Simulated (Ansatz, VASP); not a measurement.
## Two plane-wave programs on LiH

The input INCAR:

```
SYSTEM = LiH
PREC = Accurate ; ENCUT = 520
EDIFF = 1E-6 ; ISMEAR = 0
SIGMA = 0.05 ; LREAL = .FALSE.
LASPH = .TRUE. ; NELM = 80
ALGO = Normal ; ISIF = 2
LWAVE = .FALSE. ; LCHARG = .TRUE.
GGA = PE ; LELF = .TRUE.
LVHAR = .TRUE. ; NBANDS = 9
```

KPOINTS

```
Automatic mesh
0
G
  10 10 10
  0 0 0
```

File POSCAR:

```
LiH
1.0
    0.0000000000      2.0325000000      2.0325000000
    2.0325000000      0.0000000000      2.0325000000
    2.0325000000      2.0325000000      0.0000000000
Li H
1 1
Direct
    0.0347900015      0.0000000000      0.0000000000
    0.5000000000      0.5000000000      0.5000000000
```

Input for Ansatz:

```yaml
crystal:
  lattice:
    - [0.0, 2.0325, 2.0325]
    - [2.0325, 0.0, 2.0325]
    - [2.0325, 2.0325, 0.0]
  atoms:
    - { symbol: Li, position: [0.0347900015, 0.0, 0.0] }
    - { symbol: H, position: [0.5, 0.5, 0.5] }
basis:
  ecutwfc: 420
kpoints:
  mp_grid: { grid: [10, 10, 10] }
hamiltonian:
  xc: pbe
scf:
  occupations: { method: gaussian, width: 0.05 }
output:
  forces: true
  stress: true
  eigenvalues: true
```

Change from the starting cell: all Li atoms moved -0.100 Å, as atom 1 towards its neighbour atom 1 (Li) at 2.874 Å.

Alike in both runs: task single point; functional PBE; k mesh 10 × 10 × 10; occupations gaussian, width 0.05 eV; no spin polarisation.

```csv
,VASP,Ansatz
version,VASP 6.6.1,Ansatz 0.2.0
potentials or method,"VASP PAW PBE potentials, release 64 (Li_sv, H), cutoff 520 eV","scalar-relativistic, plane waves, PAW"
valence electrons in the cell,4,4
```

```csv
,VASP,Ansatz,Ansatz less VASP
gap on the k mesh at the Fermi level (eV),3.01,3.02,+0.007
least direct gap on the mesh (eV),3.01,3.02,+0.007
rms of the force components (eV/Å),0.056,0.056,+0.0001
```

Atom by atom the forces differ by 0.000 eV/Å (rms over components). With one functional, cell and mesh, what is left measures potentials, basis and numerics.

Noted on VASP's run: the cutoff is short for stress, so the pressure is rough.
